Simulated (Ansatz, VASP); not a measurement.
**One calculation of In, two programs**

The input POSCAR:

```
In
1.0
   -1.8832223129      1.8832223129      1.8832223129
    1.8832223129     -1.8832223129      1.8832223129
    1.8832223129      1.8832223129     -1.8832223129
In
1
Direct
    0.0000000000      0.0000000000      0.0000000000
```

Contents of INCAR.step1:

```
SYSTEM = In
ALGO = Normal
EDIFF = 1E-4
ENCUT = 520
GGA = PE
ISMEAR = 0
LASPH = .TRUE.
LCHARG = .FALSE.
LREAL = .FALSE.
LWAVE = .TRUE.
NBANDS = 12
NELM = 100
PREC = Accurate
SIGMA = 0.05
```

File INCAR.step2:

```
SYSTEM = In
ALGO = Normal
EDIFF = 1E-7
ENCUT = 520
ISIF = 2
ISMEAR = 0
ISTART = 1
LASPH = .TRUE.
LCHARG = .FALSE.
LMIXTAU = .TRUE.
LREAL = .FALSE.
LWAVE = .FALSE.
METAGGA = R2SCAN
NBANDS = 12
NELM = 100
PREC = Accurate
SIGMA = 0.05
```

File KPOINTS:

```
k-points
0
G
  16 16 16
  0 0 0
```

Input for Ansatz:

```yaml
crystal:
  lattice:
    - [-1.8832223129, 1.8832223129, 1.8832223129]
    - [1.8832223129, -1.8832223129, 1.8832223129]
    - [1.8832223129, 1.8832223129, -1.8832223129]
  atoms:
    - { symbol: In, position: [0.0, 0.0, 0.0] }
basis:
  ecutwfc: 500
  ecutrho_ratio: 4
kpoints:
  mp_grid: { grid: [16, 16, 16] }
hamiltonian:
  xc: r2scan
scf:
  occupations: { method: gaussian, width: 0.05 }
output:
  forces: true
  stress: true
  eigenvalues: true
```

Alike in both runs: task single point; functional r2SCAN; k mesh 16 × 16 × 16; occupations gaussian, width 0.05 eV; no spin polarisation.

|  | VASP | Ansatz |
| --- | --- | --- |
| version | VASP 6.6.1 | Ansatz 0.2.0 |
| potentials or method | VASP PAW PBE potentials, release 64 (In_d), cutoff 520 eV | scalar-relativistic, plane waves, PAW |
| valence electrons in the cell | 13 | 13 |

```tsv
	VASP	Ansatz	Ansatz less VASP
gap on the k mesh at the Fermi level (eV)	none	none	-
pressure (GPa)	0.0	0.0	-0.04
```

VASP's potentials were made for PBE, not for r2SCAN. A gap of «none» marks a metal or a gap that the smearing closes.
